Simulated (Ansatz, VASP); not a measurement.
TePd in VASP and in Ansatz

The input INCAR:

```
SYSTEM = TePd
PREC     = Accurate       ! precision mode
ENCUT    = 520            ! plane-wave cutoff, eV
EDIFF    = 1E-6           ! SCF threshold, eV
ISMEAR   = -1             ! smearing method
SIGMA    = 0.1            ! smearing width, eV
LREAL    = .FALSE.        ! projectors in reciprocal space
LASPH    = .TRUE.         ! aspherical terms in the spheres
NELM     = 100            ! most SCF steps
ALGO     = Normal         ! electronic algorithm
ISIF     = 2              ! what is computed and relaxed
LWAVE    = .FALSE.        ! write WAVECAR
LCHARG   = .FALSE.        ! write CHGCAR
GGA      = CA             ! functional
NBANDS   = 15             ! bands
```

KPOINTS

```
regular mesh
0
G
  12 12 12
  0 0 0
```

Contents of POSCAR:

```
TePd
1.0
    0.0000000000      2.6171810748      2.6171810748
    2.6171810748      0.0000000000      2.6171810748
    2.6171810748      2.6171810748      0.0000000000
Pd Te
1 1
Direct
    0.0000000000      0.0000000000      0.0000000000
    0.2500000000      0.2500000000      0.2500000000
```

Input for Ansatz:

```yaml
crystal:
  lattice:
    - [0.0, 2.6171810748, 2.6171810748]
    - [2.6171810748, 0.0, 2.6171810748]
    - [2.6171810748, 2.6171810748, 0.0]
  atoms:
    - { symbol: Pd, position: [0.0, 0.0, 0.0] }
    - { symbol: Te, position: [0.25, 0.25, 0.25] }
kpoints:
  mp_grid: { grid: [12, 12, 12] }
  band_path:
    path:
      - [0.0, 0.0, 0.0]
      - [-0.5, -0.5, 0.0]
      - [-0.375, -0.375, 0.25]
      - [-0.375, 0.0, 0.375]
      - [0.0, 0.0, 0.0]
      - [0.0, 0.0, 0.5]
      - [-0.5, -0.25, 0.25]
      - [-0.5, -0.5, 0.0]
    npoints: 8
scf:
  occupations: { method: fermi_dirac, width: 0.1 }
hamiltonian:
  xc: lda
  pseudopotentials: { kind: paw }
output:
  forces: true
  stress: true
  eigenvalues: true
  populations: true
  dos: { projected: true, de: 0.2, e_range: [-14, 8] }
```

Change from the starting cell: volume scaled by 0.7, PAW files.

Alike in both runs: task single point; functional LDA; k mesh 12 × 12 × 12; occupations fermi-dirac, width 0.1 eV; no spin polarisation.

|  | VASP | Ansatz |
| --- | --- | --- |
| version | VASP 6.6.1 | Ansatz 0.2.0 |
| potentials or method | VASP PAW LDA potentials, release 64 (Pd, Te) | PAW with Ansatz's default frozen-core files, scalar-relativistic |
| plane-wave cutoff (eV) | 520 | 420 |
| valence electrons in the cell | 16 | 34 |

VASP gave:

| Quantity | Value |
| --- | --- |
| pressure (GPa) | 76.4 |

**Question.** Which values does Ansatz return?

**Answer.** Pressure (GPa): 76.6.

LDA's correlation is that of Perdew and Zunger in VASP and of Perdew and Wang (1992) in Ansatz. Both programs put the cell under a high pressure, so it lies far from rest at this level. VASP's potentials hold 16 valence electrons a cell and Ansatz's 34, so a difference there can come from the potentials and not from the codes.

Spin-orbit coupling is off throughout. Noted on VASP's run: the cell as given lies far from equilibrium.
